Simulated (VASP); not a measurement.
A run of VASP 6.6.1:

File INCAR:

```
SYSTEM = AgB2
PREC = Accurate ; ENCUT = 520
EDIFF = 1E-6 ; ISMEAR = 0
SIGMA = 0.05 ; LREAL = .False.
LASPH = .True. ; NELM = 100
ALGO = Normal ; ISIF = 2
LWAVE = .False. ; LCHARG = .False.
GGA = B5 ; ALDAX = 1.0
AGGAX = 1.0 ; AGGAC = 1.0
ALDAC = 0.0 ; IVDW = 12
VDW_S6 = 1.0 ; VDW_S8 = 2.6996
VDW_A1 = 0.4298 ; VDW_A2 = 4.2359
NBANDS = 16
```

KPOINTS

```
Automatic mesh
0
Gamma
  10 10 8
  0 0 0
```

Contents of POSCAR:

```
AgB2
1.0
    2.9774149042      0.0000000000      0.0000000000
   -1.4887074521      2.5785169446      0.0000000000
    0.0000000000      0.0000000000      4.1211483758
Ag B
1 2
Direct
    0.0000000000      0.0000000000      0.0000000000
    0.3333333333      0.6666666667      0.5000000000
    0.6666666667      0.3333333333      0.5000000000
```

Potentials or basis: VASP PAW PBE potentials, release 64 (Ag, B).

Run with:

```console
$ cat potpaw_PBE.64/Ag/POTCAR potpaw_PBE.64/B/POTCAR > POTCAR
$ mpirun -np 1 vasp_std > vasp.out
```

Hardware: 1 thread of AMD EPYC 7R13 (shared host).

Estimate the wall time of this run.

Wall time 57 s on 1 thread of AMD EPYC 7R13, on a shared host, peak memory 0.15 GiB. Counts: scf iterations 13, k points 70.
